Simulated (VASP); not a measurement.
A run of VASP 6.6.1:

INCAR

```
SYSTEM = MoS
PREC     = Accurate       ! precision mode
ENCUT    = 520            ! plane-wave cutoff, eV
EDIFF    = 1E-6           ! SCF threshold, eV
ISMEAR   = 0              ! smearing method
SIGMA    = 0.05           ! smearing width, eV
LREAL    = .FALSE.        ! projectors in reciprocal space
LASPH    = .TRUE.         ! aspherical terms in the spheres
NELM     = 150            ! most SCF steps
ALGO     = Normal         ! electronic algorithm
ISIF     = 2              ! what is computed and relaxed
LWAVE    = .FALSE.        ! write WAVECAR
LCHARG   = .FALSE.        ! write CHGCAR
ISPIN    = 2              ! spin polarisation
MAGMOM   = 3 0            ! initial moments
LORBIT   = 11             ! projections on sites
LMAXMIX  = 4              ! l up to which the mixer works
GGA      = PS             ! functional
NBANDS   = 21             ! bands
```

Contents of KPOINTS:

```
regular mesh
0
G
  10 10 10
  0 0 0
```

POSCAR

```
MoS
1.0
    3.0238604879      0.0000000000      0.0000000000
    0.0000000000      3.0238604879      0.0000000000
    0.0000000000      0.0000000000      3.0238604879
Mo S
1 1
Direct
    0.0000000000      0.0000000000      0.0000000000
    0.5000000000      0.5000000000      0.5000000000
```

Potentials or basis: VASP PAW PBE potentials, release 64 (Mo_sv, S).

The run is started by

```sh
$ cat potpaw_PBE.64/Mo_sv/POTCAR potpaw_PBE.64/S/POTCAR > POTCAR
$ mpirun -np 1 vasp_std > vasp.out
```

Hardware: 1 thread of Intel(R) Xeon(R) Platinum 8559C (Emerald Rapids), with other jobs on the host.

Task: Estimate the wall time of this run.

Result: Run time: 27 s on 1 thread of Intel(R) Xeon(R) Platinum 8559C (Emerald Rapids), on a shared host, peak memory 0.18 GiB. Counts: scf iterations 14, k points 56.
